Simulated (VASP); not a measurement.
Crystal: Hg.

```xyz
1
Lattice="0.0000 2.3919 2.3919 2.3919 0.0000 2.3919 2.3919 2.3919 0.0000" Properties=species:S:1:pos:R:3 pbc="T T T"
Hg    0.0000    0.0000    0.0000
```

Base run:

| Item | Value |
| --- | --- |
| Program | VASP 6.6.1 |
| Functional | PBE |
| Potentials or basis | VASP PAW PBE potentials, release 64 (Hg) |
| Cutoff | 400 eV |
| k mesh | 8 × 8 × 8 |
| Occupations | gaussian, width 0.1 eV |
| Spin | no spin polarisation |

Its results: band gap on the k mesh zero (band 6 reaches 1.57 eV, above the bottom of band 7 at 0.69 eV); pressure 1.9 GPa.

Problem. After a change of settings the same cell gave: band gap on the k mesh zero (band 6 reaches 1.57 eV, above the bottom of band 7 at 0.68 eV); pressure 1.5 GPa. Which change was it?
A. cutoff from 400 eV to 520 eV; k mesh from 8 × 8 × 8 to 4 × 4 × 4; further incar settings from ALGO = Normal; EDIFF = 1e-08; NBANDS = 12 to ALGO = Normal; EDIFF = 1e-07; NBANDS = 12
B. functional from PBE to revPBE; cutoff from 400 eV to 520 eV; further incar settings from ALGO = Normal; EDIFF = 1e-08; NBANDS = 12 to ALGO = Normal; EDIFF = 1e-07; NBANDS = 12
C. k mesh from 8 × 8 × 8 to 6 × 6 × 6; occupations from gaussian, width 0.1 eV to methfessel-paxton, width 0.272114 eV
D. functional from PBE to PBEsol; cutoff from 400 eV to 520 eV; further incar settings from ALGO = Normal; EDIFF = 1e-08; NBANDS = 12 to ALGO = Normal; EDIFF = 1e-07; NBANDS = 12

Solution. C.

Caveats: some runs use coarse meshes; spin-orbit coupling is left out, which moves the levels of the heavy elements.
